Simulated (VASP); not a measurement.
Here is a VASP 6.6.1 calculation.

File INCAR:

```
PREC     = Accurate       # precision mode
ENCUT    = 520            # plane-wave cutoff, eV
EDIFF    = 1E-6           # SCF threshold, eV
ISMEAR   = 0              # smearing method
SIGMA    = 0.05           # smearing width, eV
LREAL    = F              # projectors in reciprocal space
LASPH    = T              # aspherical terms in the spheres
NELM     = 150            # most SCF steps
ALGO     = Normal         # electronic algorithm
ISIF     = 2              # what is computed and relaxed
LWAVE    = F              # write WAVECAR
LCHARG   = F              # write CHGCAR
ISPIN    = 2              # spin polarisation
MAGMOM   = 0.5 0          # initial moments
LORBIT   = 11             # projections on sites
LMAXMIX  = 4              # l up to which the mixer works
LDAU     = T              # DFT+U
LDAUTYPE = 2            
LDAUL    = 2 -1           # shell
LDAUU    = 2 0            # U, eV
LDAUJ    = 0 0          
LDAUPRINT= 1            
NBANDS   = 19             # bands
```

File KPOINTS:

```
Automatic mesh
0
Gamma
  6 6 5
```

The input POSCAR:

```
PtSe
1.0
    3.7018703300      0.0000000000      0.0000000000
   -1.8509351600      3.2059137500      0.0000000000
    0.0000000000      0.0000000000      3.6128420300
Pt Se
1 1
Direct
    0.0000000000      0.0000000000      0.0000000000
    0.6666666667      0.3333333333      0.5000000000
```

Potentials or basis: VASP PAW LDA potentials, release 64 (Pt, Se).

The run is started by

```bash
$ cat potpaw_LDA.64/Pt/POTCAR potpaw_LDA.64/Se/POTCAR > POTCAR
$ mpirun -np 1 vasp_std > vasp.out
```

Problem. Estimate the pressure.

Solution. -19.3 GPa.

Problem. Predict the band gap on the k mesh.

Solution. Zero (filled and empty bands overlap).

Problem. What does it give for the net moment?

Solution. 0.00 μB per cell.

Eigenvalues of the final occupation matrices:
```csv
site,spin,trace,eigenvalues
site 1 d,1,4.17,0.77 0.77 0.86 0.86 0.91
site 1 d,2,4.17,0.77 0.77 0.86 0.86 0.91
```

Caveat: spin-orbit coupling is left out, which moves the levels of the heavy elements. The state reached can hang on the start; a lower one may exist.
